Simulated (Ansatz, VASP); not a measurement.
One calculation of BN, two programs

```
B N
1.0
     0.00000    1.80442    1.80442
     1.80442    0.00000    1.80442
     1.80442    1.80442    0.00000
B N
1 1
Direct
  0.00000 0.00000 0.00000
  0.25000 0.25000 0.25000
```

Alike in both runs: functional r2SCAN; k mesh 10 × 10 × 10; occupations gaussian, width 0.02 eV; no spin polarisation.

Ansatz relaxed the structure, and its values are those at the end. VASP's run is a single point on that final structure, the one shown.

```csv
,VASP,Ansatz
version,VASP 6.6.1,Ansatz 0.2.0
potentials or method,"VASP PAW PBE potentials, release 64 (B, N), cutoff 660 eV","scalar-relativistic, plane waves, PAW"
valence electrons in the cell,8,8
```

```csv
,VASP,Ansatz,Ansatz less VASP
gap on the k mesh at the Fermi level (eV),4.98,4.99,+0.012
least direct gap on the mesh (eV),9.55,9.58,+0.030
pressure (GPa),1.5,0.0,-1.47
```

VASP's potentials were made for PBE, not for r2SCAN.
